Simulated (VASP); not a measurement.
# ZnH2 (P-4m2) in VASP: notebook, part 2 of 2

VASP 6.6.1.

### Step 4. Single point, PBE

This run uses another cell than the first one, of 13.88 Å³/atom, 1.393 times its volume.

INCAR reads:

```
  PREC = Accurate
  ENCUT = 520
  EDIFF = 1E-6
  ISMEAR = 0
  SIGMA = 0.02
  LREAL = False
  LASPH = True
  NELM = 100
  ALGO = Normal
  ISIF = 2
  LWAVE = False
  LCHARG = False
  GGA = PE
  NBANDS = 14
```

KPOINTS reads:

```
regular mesh
0
Gamma
  8 8 6
```

POSCAR reads:

```
ZnH2
1.0
    2.8379283646      0.0000000000      0.0000000000
    0.0000000000      2.8379283646      0.0000000000
    0.0000000000      0.0000000000      5.1687568959
Zn H
1 2
Direct
    0.0000000000      0.0000000000      0.5000000000
    0.0000000000      0.5000000000      0.6819701686
    0.5000000000      0.0000000000      0.3180298314
```

Command:

```sh
$ cat potpaw_PBE.64/Zn/POTCAR potpaw_PBE.64/H/POTCAR > POTCAR
$ mpirun -np 1 vasp_std > vasp.out
```

Wall time 40 s (1 thread of AMD EPYC 7R43 (Zen 3), shared host); peak memory 0.14 GiB.

The run converged. Its results:

```
Free energy            : -7.4261 eV
Pressure               : 0.1 GPa
Largest force          : 0.022 eV/Å
Band gap on the k mesh : 3.19 eV, indirect (least direct gap 4.19 eV)
```

Forces on the atoms (eV/Å):
```
Zn   0.000  0.000  0.000
H    0.000  0.000  0.022
H    0.000  0.000 -0.022
```

Levels at points of the mesh, in eV from the valence-band top:
```tsv
k point	band 3	band 4	band 5	band 6	band 7	band 8	band 9	band 10	band 11	band 12
(0.00, 0.00, 0.00)	-5.22	-5.06	-5.06	-4.85	-1.38	5.51	11.43	12.24	12.63	12.63
(0.50, 0.00, 0.00)	-5.09	-5.07	-5.03	-2.44	-2.13	3.88	6.47	9.98	10.08	16.14
(0.50, 0.50, 0.00)	-5.51	-5.00	-4.71	-0.42	-0.42	4.20	8.05	9.21	9.92	9.92
(0.00, 0.00, 0.50)	-5.16	-5.07	-5.07	-4.85	-2.02	8.13	9.78	12.76	12.76	12.98
(0.50, 0.00, 0.50)	-5.07	-5.07	-5.03	-2.37	-2.04	3.19	5.38	13.24	13.73	15.25
(0.50, 0.50, 0.50)	-5.51	-5.00	-4.71	-0.37	-0.37	4.40	8.23	8.40	9.06	9.06
```

### Step 5. Relaxation of cell and atoms, PBE

INCAR reads:

```
SYSTEM = ZnH2
ALGO = Normal
EDIFF = 1E-6
EDIFFG = -0.04
ENCUT = 600
GGA = PE
IBRION = 2
ISIF = 3
ISMEAR = 0
LASPH = .True.
LCHARG = .False.
LREAL = .False.
LWAVE = .False.
NELM = 60
NSW = 90
PREC = Accurate
SIGMA = 0.1
```

KPOINTS reads:

```
k-points
0
Gamma
  6 6 6
  0 0 0
```

POSCAR reads:

```
ZnH2
1.0
    2.8749536780      0.0000000000      0.0000000000
    0.0000000000      2.8749536780      0.0000000000
    0.0000000000      0.0000000000      3.6148001656
Zn H
1 2
Direct
    0.0000000000      0.0000000000      0.5000000000
    0.0000000000      0.5000000000      0.7509055336
    0.5000000000      0.0000000000      0.2490944664
```

Potentials or basis: VASP PAW PBE potentials, release 64 (Zn, H).

Command:

```sh
$ cat potpaw_PBE.64/Zn/POTCAR potpaw_PBE.64/H/POTCAR > POTCAR
$ mpirun -np 1 vasp_std > vasp.out
```

OUTCAR:

```text
SYSTEM = ZnH2
   EDIFF = 1E-6
   EDIFFG = -0.04
   ENCUT = 600
   GGA = PE
   IBRION = 2
   ISIF = 3
   ISMEAR = 0
   LASPH = .True.
   LREAL = .False.
   NELM = 60
   NSW = 90
   PREC = Accurate

 ion  position               nearest neighbor table
   1  0.000  0.000  0.500-   2 1.70   3 1.70   2 1.70   3 1.70
   2  0.000  0.500  0.751-   1 1.70   1 1.70
   3  0.500  0.000  0.249-   1 1.70   1 1.70

  LATTYP: Found a simple tetragonal cell.
 ALAT       =     2.8749536780
 C/A-ratio  =     1.2573420550

  Lattice vectors:

 A1 = (   2.8749536780,   0.0000000000,   0.0000000000)
 A2 = (   0.0000000000,   2.8749536780,   0.0000000000)
 A3 = (   0.0000000000,   0.0000000000,   3.6148001656)

Analysis of symmetry for initial positions (statically):
[... 376 lines left out ...]
 val. band max:       -2.0451293171   @ k =   0.3333   0.3333   0.0000
 cond. band min:       0.4732923726   @ k =   0.5000   0.0000   0.5000
 fundamental gap:      2.5184216897
 Fermi energy:        -1.6064410569

 k-point     1 :       0.0000    0.0000    0.0000
  band No.  band energies     occupation
      1      -9.5708      2.00000
      2      -8.3362      2.00000
      3      -7.5150      2.00000
      4      -7.2760      2.00000
      5      -7.2760      2.00000
      6      -7.0617      2.00000
      7      -3.0387      2.00000
      8       3.9272      0.00000
      9       9.6278      0.00000
     10      10.3681      0.00000
     11      10.3681      0.00000
[... 309 lines left out ...]
 k-point    24 :       0.5000    0.0000    0.3333
  band No.  band energies     occupation
      1      -8.2681      2.00000
      2      -8.1687      2.00000
      3      -7.2860      2.00000
      4      -7.2849      2.00000
      5      -7.2471      2.00000
      6      -4.5636      2.00000
      7      -4.2117      2.00000
      8       0.8584      0.00000
      9       3.0675      0.00000
     10      11.7263      0.00000
     11      11.9658      0.00000

 [... further k-points ...]
[... 5 lines left out ...]
  --------------------------------------------------------------------------------------
  -------------------------------------------------------------------------------------
  Total        0.0205840      0.0205840      0.0159181      0.0000000      0.0000000     -0.0000000
  in kB        0.9516801      0.9516801      0.7359572      0.0000000      0.0000000     -0.0000000
  external PRESSURE =       0.8797725 kB  Pullay stress =       0.0000000 kB
[... 18 lines left out ...]
  FREE ENERGIE OF THE ION-ELECTRON SYSTEM (eV)
  ---------------------------------------------------
  free  energy   TOTEN  =        -7.4103250698 eV

  energy  without entropy=       -7.4103250698  energy(sigma->0) =       -7.41032507

 reached required accuracy - stopping structural energy minimisation
```

OSZICAR:

```text
N       E                     dE             d eps       ncg     rms          rms(c)
DAV:   1     0.490337534822E+02    0.49034E+02   -0.78872E+03   880   0.174E+03
[... 92 lines left out ...]
DAV:   2    -0.743346012660E+01    0.17034E+00   -0.76823E-01  1006   0.249E+01    0.109E+00
DAV:   3    -0.741804754984E+01    0.15413E-01   -0.30853E-02   907   0.190E+00    0.595E-01
DAV:   4    -0.741025275655E+01    0.77948E-02   -0.49041E-03  1009   0.102E+00    0.468E-02
DAV:   5    -0.741030858235E+01   -0.55826E-04   -0.79185E-04   926   0.304E-01    0.338E-02
DAV:   6    -0.741031804240E+01   -0.94600E-05   -0.47344E-05  1054   0.146E-01    0.110E-02
DAV:   7    -0.741032456610E+01   -0.65237E-05   -0.16542E-05   913   0.505E-02    0.260E-03
DAV:   8    -0.741032506977E+01   -0.50367E-06   -0.15876E-06   805   0.120E-02
  10 F= -.74103251E+01 E0= -.74103251E+01  d E =-.914312E-02
```

Run time: 1.9 min. Hardware: 1 thread of AMD EPYC 7R43 (Zen 3), shared host; peak memory 0.12 GiB.

Results:

```
Free energy                            : -7.4103 eV
Relaxed volume                         : 11.55 Å³/atom
Relaxed cell                           : a = 2.825 Å, b = 2.825 Å, c = 4.342 Å, α = 90.00°, β = 90.00°, γ = 90.00°
Space group after relaxing (to 0.05 Å) : P-4m2 (No. 115)
Energy gained by relaxing              : 20.3 meV/atom
Ionic steps                            : 10
Pressure after relaxing                : 0.1 GPa
Largest force after relaxing           : 0.036 eV/Å
Band gap on the k mesh                 : 2.52 eV, indirect (least direct gap 4.50 eV)
```

Forces in eV/Å, atoms in the order of the input:
```
Zn   0.000  0.000  0.000
H    0.000  0.000 -0.036
H    0.000  0.000  0.036
```

The path:
```csv
step,energy change (eV),largest force (eV/Å),pressure (GPa),volume (Å³)
1,0.0000,0.0044,1.51,29.88
2,-0.0061,0.0480,0.81,30.28
3,-0.0134,0.2015,-1.27,31.51
4,-0.0178,0.1963,-1.06,31.63
5,-0.0295,0.1809,-0.89,31.96
6,-0.0455,0.1482,-0.33,32.56
7,-0.0462,0.0730,1.29,33.58
8,-0.0517,0.1031,0.49,33.10
9,-0.0550,0.0851,0.38,33.51
10,-0.0608,0.0364,0.09,34.65
```

Final structure:
```
CELL_PARAMETERS angstrom
2.82505 0.00000 0.00000
0.00000 2.82505 0.00000
0.00000 0.00000 4.34209
ATOMIC_POSITIONS crystal
Zn 0.00000 0.00000 0.50000
H 0.00000 0.50000 0.72081
H 0.50000 0.00000 0.27919
```

Levels at points of the mesh, in eV from the valence-band top:
```csv
k point,band 5,band 6,band 7,band 8,band 9,band 10
"(0.00, 0.00, 0.00)",-5.23,-5.02,-0.99,5.97,11.67,12.41
"(0.50, 0.00, 0.00)",-5.20,-2.70,-2.44,4.33,7.04,10.40
"(0.50, 0.50, 0.00)",-4.87,-0.64,-0.64,3.86,7.62,9.99
"(0.00, 0.00, 0.50)",-5.24,-5.02,-2.78,9.83,10.37,12.88
"(0.50, 0.00, 0.50)",-5.20,-2.44,-2.07,2.52,4.69,15.18
"(0.50, 0.50, 0.50)",-4.87,-0.40,-0.40,4.58,7.46,8.36
```

Caveat: the volume moved by over 15 % at a fixed basis, so the end points are rough. A k mesh can miss the band edges.

### Step 6. Relaxation of cell and atoms, PBE

This run uses another cell than the first one, of 12.54 Å³/atom, 1.259 times its volume.

INCAR reads:

```
SYSTEM = ZnH2
  PREC = Accurate
  ENCUT = 600
  EDIFF = 1E-7
  ISMEAR = 0
  SIGMA = 0.02
  LREAL = .FALSE.
  LASPH = .TRUE.
  NELM = 60
  ALGO = Normal
  ISIF = 3
  LWAVE = .FALSE.
  LCHARG = .FALSE.
  GGA = PE
  IBRION = 2
  NSW = 100
  EDIFFG = -0.01
```

KPOINTS reads:

```
Automatic mesh
0
G
  8 8 6
  0 0 0
```

POSCAR reads:

```
ZnH2
1.0
    2.8342199686      0.0000000000      0.0000000000
    0.0000000000      2.8342199686      0.0000000000
    0.0000000000      0.0000000000      4.6837680610
Zn H
1 2
Direct
    0.0000000000      0.0000000000      0.5000000000
    0.0000000000      0.5000000000      0.7015602930
    0.5000000000      0.0000000000      0.2984397070
```

Potentials or basis: VASP PAW PBE potentials, release 64 (Zn, H).

Command:

```sh
$ cat potpaw_PBE.64/Zn/POTCAR potpaw_PBE.64/H/POTCAR > POTCAR
$ mpirun -np 1 vasp_std > vasp.out
```

OUTCAR:

```text
SYSTEM = ZnH2
   PREC = Accurate
   ENCUT = 600
   EDIFF = 1E-7
   ISMEAR = 0
   LREAL = .FALSE.
   LASPH = .TRUE.
   NELM = 60
   ISIF = 3
   GGA = PE
   IBRION = 2
   NSW = 100
   EDIFFG = -0.01

 ion  position               nearest neighbor table
   1  0.000  0.000  0.500-   2 1.70   3 1.70   2 1.70   3 1.70
   2  0.000  0.500  0.702-   1 1.70   1 1.70
   3  0.500  0.000  0.298-   1 1.70   1 1.70

  LATTYP: Found a simple tetragonal cell.
 ALAT       =     2.8342199686
 C/A-ratio  =     1.6525774685

  Lattice vectors:

 A1 = (   2.8342199686,   0.0000000000,   0.0000000000)
 A2 = (   0.0000000000,   2.8342199686,   0.0000000000)
 A3 = (   0.0000000000,   0.0000000000,   4.6837680610)

Analysis of symmetry for initial positions (statically):
=====================================================================
 Subroutine PRICEL returns:
 Original cell was already a primitive cell.

 Routine SETGRP: Setting up the symmetry group for a
 simple tetragonal supercell.

 Subroutine GETGRP returns: Found  8 space group operations
[... 176 lines left out ...]
  -------------------------------------------------------------------------------------
  Total        0.0568823      0.0568823      0.0717896      0.0000000      0.0000000      0.0000000
  in kB        2.4222830      2.4222830      3.0570999      0.0000000      0.0000000      0.0000000
  external PRESSURE =       2.6338886 kB  Pullay stress =       0.0000000 kB
[... 209 lines left out ...]
--------------------------------------- Ionic step        7  -------------------------------------------

 number of electron      13.9999999 magnetization

 Free energy of the ion-electron system (eV)
  ---------------------------------------------------
  ext. energy  EPLUGINS =         0.00000000
  ---------------------------------------------------
  free energy    TOTEN  =        -7.42418485 eV

  energy without entropy =       -7.42418485  energy(sigma->0) =       -7.42418485

 E-fermi :  -2.4101     XC(G=0):  -7.9202

 val. band max:       -2.5092115046   @ k =   0.2500   0.2500   0.0000
 cond. band min:       0.3708644096   @ k =   0.5000   0.0000   0.5000
 fundamental gap:      2.8800759141
 Fermi energy:        -2.4101308613

 k-point     1 :       0.0000    0.0000    0.0000
  band No.  band energies     occupation
      1      -9.8257      2.00000
      2      -8.7401      2.00000
      3      -7.8577      2.00000
      4      -7.6810      2.00000
      5      -7.6810      2.00000
      6      -7.4651      2.00000
      7      -3.7674      2.00000
      8       3.1501      0.00000
      9       8.9889      0.00000
     10       9.9394      0.00000
     11       9.9394      0.00000
[... 309 lines left out ...]
 k-point    24 :       0.5000    0.1250    0.1667
  band No.  band energies     occupation
      1      -8.5349      2.00000
      2      -8.5122      2.00000
      3      -7.7597      2.00000
      4      -7.7557      2.00000
      5      -7.6464      2.00000
      6      -4.9022      2.00000
      7      -4.5243      2.00000
      8       1.4696      0.00000
      9       3.8370      0.00000
     10       8.5624      0.00000
     11       8.7220      0.00000

 [... further k-points ...]
[... 5 lines left out ...]
  --------------------------------------------------------------------------------------
  -------------------------------------------------------------------------------------
  Total       -0.0123854     -0.0123854      0.0196149      0.0000000     -0.0000000     -0.0000000
  in kB       -0.5171507     -0.5171507      0.8190190      0.0000000     -0.0000000     -0.0000000
  external PRESSURE =      -0.0717608 kB  Pullay stress =       0.0000000 kB
[... 18 lines left out ...]
  FREE ENERGIE OF THE ION-ELECTRON SYSTEM (eV)
  ---------------------------------------------------
  free  energy   TOTEN  =        -7.4241848455 eV

  energy  without entropy=       -7.4241848455  energy(sigma->0) =       -7.42418485

 reached required accuracy - stopping structural energy minimisation
```

Wall time 2.2 min (1 thread of AMD EPYC 7R43 (Zen 3), shared host); peak memory 0.15 GiB.

Results:

* Free energy: -7.4242 eV
* Relaxed volume: 12.79 Å³/atom
* Relaxed cell: a = 2.840 Å, b = 2.840 Å, c = 4.757 Å, α = 90.00°, β = 90.00°, γ = 90.00°
* Space group after relaxing (to 0.05 Å): P-4m2 (No. 115)
* Energy gained by relaxing: 0.2 meV/atom
* Ionic steps: 7
* Pressure after relaxing: 0.0 GPa
* Largest force after relaxing: 0.008 eV/Å
* Band gap on the k mesh: 2.88 eV, indirect (least direct gap 4.15 eV)

Forces on the atoms (eV/Å):
```
Zn   0.000  0.000  0.000
H    0.000  0.000 -0.008
H    0.000  0.000  0.008
```

The path:
```tsv
step	energy change (eV)	largest force (eV/Å)	pressure (GPa)	volume (Å³)
1	0.0000	0.0111	0.26	37.62
2	-0.0001	0.0040	0.11	37.74
3	-0.0002	0.0139	0.01	37.81
4	-0.0002	0.0136	-0.01	37.84
5	-0.0003	0.0130	0.01	37.91
6	-0.0004	0.0115	-0.02	38.07
7	-0.0007	0.0083	-0.01	38.37
```

Final structure:
```
Zn H
1.0
     2.84013    0.00000    0.00000
     0.00000    2.84013    0.00000
     0.00000    0.00000    4.75692
Zn H
1 2
Direct
  0.00000 0.00000 0.50000
  0.00000 0.50000 0.69865
  0.50000 0.00000 0.30136
```

A k mesh can miss the band edges. PBE gaps usually lie below the measured ones, often by a third to a half.

### Step 7. Relaxation of cell and atoms, PBE

This run uses another cell than the first one, of 13.88 Å³/atom, 1.393 times its volume.

INCAR reads:

```
PREC = Accurate
ENCUT = 600
EDIFF = 1E-6
ISMEAR = 0
SIGMA = 0.02
LREAL = F
LASPH = T
NELM = 60
ALGO = Normal
ISIF = 3
LWAVE = F
LCHARG = F
GGA = PE
IBRION = 2
NSW = 100
EDIFFG = -0.01
```

KPOINTS reads:

```
Automatic mesh
0
Gamma
  8 8 6
```

POSCAR reads:

```
ZnH2
1.0
    2.8379283646      0.0000000000      0.0000000000
    0.0000000000      2.8379283646      0.0000000000
    0.0000000000      0.0000000000      5.1687568959
Zn H
1 2
Direct
    0.0000000000      0.0000000000      0.5000000000
    0.0000000000      0.5000000000      0.6819701686
    0.5000000000      0.0000000000      0.3180298314
```

Command:

```sh
$ cat potpaw_PBE.64/Zn/POTCAR potpaw_PBE.64/H/POTCAR > POTCAR
$ mpirun -np 1 vasp_std > vasp.out
```

Wall time 44 s (1 thread of AMD EPYC 7R43 (Zen 3), shared host); peak memory 0.14 GiB.

Results (log left out):

| Item | Value |
| --- | --- |
| Free energy | -7.4266 eV |
| Relaxed volume | 13.91 Å³/atom |
| Relaxed cell | a = 2.840 Å, b = 2.840 Å, c = 5.172 Å, α = 90.00°, β = 90.00°, γ = 90.00° |
| Space group after relaxing (to 0.05 Å) | P-4m2 (No. 115) |
| Energy gained by relaxing | 0.0 meV/atom |
| Ionic steps | 2 |
| Pressure after relaxing | 0.0 GPa |
| Largest force after relaxing | 0.007 eV/Å |
| Band gap on the k mesh | 3.19 eV, indirect (least direct gap 4.19 eV) |

Forces in eV/Å, atoms in the order of the input:
```
Zn   0.000  0.000  0.000
H    0.000  0.000  0.007
H    0.000  0.000 -0.007
```

Final structure:
```
Zn H
1.0
     2.83998    0.00000    0.00000
     0.00000    2.83998    0.00000
     0.00000    0.00000    5.17226
Zn H
1 2
Direct
  0.00000 0.00000 0.50000
  0.00000 0.50000 0.68217
  0.50000 0.00000 0.31783
```

Levels at points of the mesh, in eV from the valence-band top:
| k point | band 5 | band 6 | band 7 | band 8 | band 9 | band 10 |
| --- | --- | --- | --- | --- | --- | --- |
| (0.00, 0.00, 0.00) | -5.06 | -4.84 | -1.37 | 5.51 | 11.42 | 12.22 |
| (0.50, 0.00, 0.00) | -5.03 | -2.44 | -2.12 | 3.87 | 6.46 | 9.98 |
| (0.50, 0.50, 0.00) | -4.71 | -0.41 | -0.41 | 4.19 | 8.05 | 9.20 |
| (0.00, 0.00, 0.50) | -5.06 | -4.84 | -2.01 | 8.14 | 9.76 | 12.74 |
| (0.50, 0.00, 0.50) | -5.03 | -2.37 | -2.03 | 3.19 | 5.38 | 13.23 |
| (0.50, 0.50, 0.50) | -4.71 | -0.37 | -0.37 | 4.39 | 8.22 | 8.40 |

A k mesh can miss the band edges. PBE gaps usually lie below the measured ones, often by a third to a half.

### Step 8. Summary

| task | cell | k mesh | cutoff (eV) | smearing | gap on the mesh (eV) | pressure (GPa) | relaxed volume (Å³/atom) | largest force (eV/Å) |
| --- | --- | --- | --- | --- | --- | --- | --- | --- |
| single point | a = 2.875, b = 2.875, c = 3.615 Å, 3 atoms | 6 × 6 × 6 | 520 | gaussian 0.1 eV | 1.20 | 1.4 | - | - |
| single point | a = 2.834, b = 2.834, c = 4.684 Å, 3 atoms | 6 × 6 × 6 | 520 | gaussian 0.1 eV | 2.83 | 0.2 | - | 0.02 |
| single point | a = 2.838, b = 2.838, c = 5.169 Å, 3 atoms | 8 × 8 × 6 | 520 | gaussian 0.02 eV | 3.19 | 0.1 | - | 0.02 |
| relaxation of cell and atoms | relaxed from a = 2.875, b = 2.875, c = 3.615 Å, 3 atoms | 6 × 6 × 6 | 600 | gaussian 0.1 eV | 2.52 | 0.1 | 11.55 | 0.04 |
| relaxation of cell and atoms | relaxed from a = 2.834, b = 2.834, c = 4.684 Å, 3 atoms | 8 × 8 × 6 | 600 | gaussian 0.02 eV | 2.88 | 0.0 | 12.79 | 0.01 |
| relaxation of cell and atoms | relaxed from a = 2.838, b = 2.838, c = 5.169 Å, 3 atoms | 8 × 8 × 6 | 600 | gaussian 0.02 eV | 3.19 | 0.0 | 13.91 | 0.01 |

Alike in all rows: level PBE; potentials or basis VASP PAW PBE potentials, release 64 (Zn, H); no spin polarisation.

Caveats: the volume moved by over 15 % at a fixed basis, so the end points are rough (some runs).

Total energies depend on the potentials used, so only differences within one code and one set of settings carry meaning.
